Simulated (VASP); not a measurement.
A run of VASP 6.6.1:

Contents of INCAR:

```
SYSTEM = Ti8HO16
PREC = Accurate ; ENCUT = 520
EDIFF = 1E-7 ; ISMEAR = 0
SIGMA = 0.02 ; LREAL = Auto
LASPH = .TRUE. ; NELM = 80
ALGO = Normal ; ISIF = 2
LWAVE = .FALSE. ; LCHARG = .FALSE.
GGA = PE ; NBANDS = 114
NELECT = 192.0
```

Contents of KPOINTS:

```
regular mesh
0
G
  3 3 3
  0 0 0
```

File POSCAR:

```
Ti8HO16
1.0
    4.6432750182     -4.6432750182      0.0000000000
    4.6432750182      4.6432750182      0.0000000000
   -4.6432750182      0.0000000000      5.9277640358
Ti O H
8 16 1
Direct
    1.0269571225     -0.0077203371     -0.0005003573
    0.2485945421      0.2457945787      0.4994626949
    0.4706340456      0.5168695150     -0.0004489045
    0.7491977778      0.7450606117      0.4994829386
    0.1032583347      0.6287680214      0.2506353139
    0.3890290591      0.8605223459      0.7383684596
    0.6499300476      0.1218200411      0.2617049178
    0.8520085923      0.3777439856      0.7495413065
   -0.0463557567      0.2968879654      0.0000288473
    0.2382768573      0.5552350375      0.4989603132
    0.4865781048      0.8126666940      0.0000008435
    0.7390945472      0.0563204303      0.5010774690
    0.8189912288      0.6468155560      0.2538441124
    0.0747483980      0.8904993465      0.7518143389
    0.3227873307      0.1386300287      0.2480942209
    0.5651049335      0.3930914308      0.7464421615
    0.0123766846      0.6904022135     -0.0000091097
    0.2621304009      0.9449915254      0.5011462977
    0.5645858118      0.2111454074      0.0000627555
    0.7607667406      0.4438574482      0.4988790009
    0.4268277625      0.6098477207      0.2485078676
    0.6809835083      0.8547630060      0.7464443546
    0.9344493378      0.1084254678      0.2537985640
    0.1781401711      0.3613007628      0.7514072715
    0.7218060485      0.2423453250      0.0002164391
```

Potentials or basis: VASP PAW PBE potentials, release 64 (Ti_sv, O, H).

Command:

```console
$ cat potpaw_PBE.64/Ti_sv/POTCAR potpaw_PBE.64/O/POTCAR potpaw_PBE.64/H/POTCAR > POTCAR
$ mpirun -np 1 vasp_std > vasp.out
```

Hardware: 1 thread of AMD EPYC 7R43 64-Core Processor (Zen 3), with other jobs on the host.

Problem. How long does it take, and how much memory?

Solution. It took 27 min on 1 thread of AMD EPYC 7R43 64-Core Processor (Zen 3), with other jobs on the host, peak memory 0.46 GiB. Counts: scf iterations 21, k points 14.
